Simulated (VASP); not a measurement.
A run of VASP 6.6.1 is set up as follows.

File INCAR:

```
PREC = Accurate
ENCUT = 910
EDIFF = 1E-6
ISMEAR = -1
SIGMA = 0.05
LREAL = False
LASPH = True
NELM = 120
ALGO = Normal
ISIF = 2
LWAVE = False
LCHARG = True
GGA = PE
LELF = True
LVHAR = True
NBANDS = 28
GGA_COMPAT = False
```

File KPOINTS:

```
regular mesh
0
Gamma
  7 7 7
```

POSCAR

```
BaTiO3
1.0
    3.9723006936      0.0000000000      0.0000000000
    0.0000000000      2.8904776442      2.9161221297
    0.0000000000     -2.8904776442      2.9161221297
Ba Ti O
1 1 3
Direct
    0.0000000000      0.0118194825      0.0118194825
    0.5000000000      0.5279237305      0.5279237305
    0.5000000000      0.9764774925      0.4933052379
    0.5000000000      0.4933052379      0.9764774925
    0.0000000000      0.4873540565      0.4873540565
```

Potentials or basis: VASP PAW PBE potentials, release 64 (Ba_sv, Ti_sv, O_h).

Run with:

```bash
$ cat potpaw_PBE.64/Ba_sv/POTCAR potpaw_PBE.64/Ti_sv/POTCAR potpaw_PBE.64/O_h/POTCAR > POTCAR
$ mpirun -np 1 vasp_std > vasp.out
```

(1) Estimate the pressure.

(2) Estimate the band gap on the k mesh.

Answers

(1) 1.2 GPa.

(2) 2.44 eV (least direct gap 2.90 eV).

Caveat: the cutoff is under 1.25 times the usual one of these potentials, so pressure, stress and relaxed cells hold a basis-set (Pulay) error; spin-orbit coupling is left out, which moves the levels of the heavy elements; an odd mesh through Γ misses points on the zone boundary, where band edges can lie.
